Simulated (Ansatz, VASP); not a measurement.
Two plane-wave programs on CaO

```
Ca O
1.0
    -0.02398    2.39755    2.39755
     2.39755   -0.02398    2.39755
     2.37357    2.37357    0.00000
Ca O
1 1
Direct
  0.00000 0.00000 0.00000
  0.50000 0.50000 0.50000
```

Change from the starting cell: shear_xy strain -2.0%.

Alike in both runs: task single point; functional r2SCAN; k mesh 10 × 10 × 10; no spin polarisation.

|  | VASP | Ansatz |
| --- | --- | --- |
| version | VASP 6.6.1 | Ansatz 0.2.0 |
| potentials or method | VASP PAW PBE potentials, release 64 (Ca_sv, O) | plane waves, PAW |
| plane-wave cutoff (eV) | 520 | 500 |
| occupations | gaussian, width 0.01 eV | fixed |
| valence electrons in the cell | 16 | 16 |

VASP gave:

| Quantity | Value |
| --- | --- |
| gap on the k mesh at the Fermi level (eV) | 4.15 |
| pressure (GPa) | 1.1 |
| traceless stress, the component that is largest in VASP (GPa) | 1.57 |

Problem. Estimate Ansatz's values.

Solution. gap on the k mesh at the Fermi level (eV): 4.16; pressure (GPa): 0.0; traceless stress, the component that is largest in VASP (GPa): 1.59.

VASP's potentials were made for PBE, not for r2SCAN.
